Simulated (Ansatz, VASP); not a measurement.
## Two plane-wave programs on IrSe

```
Ir Se
1.0
     0.00000    2.57593    2.57593
     2.57593    0.00000    2.57593
     2.57593    2.57593    0.00000
Ir Se
1 1
Direct
  0.50000 0.50000 0.50000
  0.00000 0.00000 0.00000
```

Alike in both runs: task single point; functional r2SCAN; k mesh 12 × 12 × 12; occupations gaussian, width 0.05 eV; no spin polarisation.

```csv
,VASP,Ansatz
version,VASP 6.6.1,Ansatz 0.2.0
potentials or method,"VASP PAW PBE potentials, release 64 (Ir, Se), cutoff 520 eV","scalar-relativistic, plane waves, PAW"
valence electrons in the cell,15,33
```

|  | VASP | Ansatz | Ansatz less VASP |
| --- | --- | --- | --- |
| gap on the k mesh at the Fermi level (eV) | none | none | - |
| pressure (GPa) | 0.7 | 0.0 | -0.73 |

VASP's potentials were made for PBE, not for r2SCAN. A gap of «none» marks a metal or a gap that the smearing closes. VASP's potentials hold 15 valence electrons a cell and Ansatz's 33, so a difference there can come from the potentials and not from the codes.

Spin-orbit coupling is off throughout.
